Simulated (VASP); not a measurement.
The system is PbS.

```xyz
2
Lattice="0.0000 3.0000 3.0000 3.0000 0.0000 3.0000 3.0000 3.0000 0.0000" Properties=species:S:1:pos:R:3 pbc="T T T"
Pb    0.0000    0.0000    0.0000
S     3.0000    3.0000    3.0000
```

Base run:

- Program: VASP 6.6.1
- Functional: PBEsol
- Potentials or basis: VASP PAW PBE potentials, release 64 (Pb_d, S)
- Cutoff: 500 eV
- k mesh: 6 × 6 × 6
- Occupations: fermi-dirac, width 0.1 eV
- Spin: no spin polarisation

Its results: band gap on the k mesh 0.38 eV, direct; pressure -2.8 GPa.

**Question.** The run is repeated on the same cell with these changes: functional from PBEsol to PBE. What comes out?

**Answer.** Band gap on the k mesh 0.49 eV, direct; pressure 0.1 GPa.

PBE binds less tightly than PBEsol, so the same cell stands under more pressure.

Caveats: spin-orbit coupling is left out, which moves the levels of the heavy elements; the PAW data sets were made with another functional, which shifts forces and pressure a little (some runs).

A k mesh can miss the band edges.
